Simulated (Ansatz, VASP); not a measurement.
One calculation of Os2N, two programs

```xyz
6
Lattice="0.0000 3.2387 3.2387 3.2387 0.0000 3.2387 3.2387 3.2387 0.0000" Properties=species:S:1:pos:R:3 pbc="T T T"
Os    4.0483    4.0483    4.0483
Os    4.0483    2.4290    2.4290
Os    2.4290    2.4290    4.0483
Os    2.4290    4.0483    2.4290
N     0.0000    0.0000    0.0000
N     1.6193    1.6193    1.6193
```

Alike in both runs: task relaxation of cell and atoms; functional PBE; k mesh 6 × 6 × 6; occupations gaussian, width 0.1 eV; no spin polarisation.

|  | VASP | Ansatz |
| --- | --- | --- |
| version | VASP 6.6.1 | Ansatz 0.2.0 |
| potentials or method | VASP PAW PBE potentials, release 64 (Os, N), cutoff 600 eV | scalar-relativistic, plane waves, PAW |
| valence electrons in the cell | 42 | 74 |

Ansatz gave:

| Item | Value |
| --- | --- |
| gap on the k mesh at the Fermi level, each at its own relaxed structure (eV) | none |
| relaxed volume (Å³/atom) | 15.14 |
| relaxed length of the cell vector where the two differ most in proportion (Å) | 5.045 |

Which values does VASP return?

gap on the k mesh at the Fermi level, each at its own relaxed structure (eV): none; relaxed volume (Å³/atom): 15.15; relaxed length of the cell vector where the two differ most in proportion (Å): 5.047.

A gap of «none» marks a metal or a gap that the smearing closes. VASP's potentials hold 42 valence electrons a cell and Ansatz's 74, so a difference there can come from the potentials and not from the codes.

Spin-orbit coupling is off throughout. Noted on VASP's run: the volume moved by over 15 % at a fixed basis, so the end points are rough.
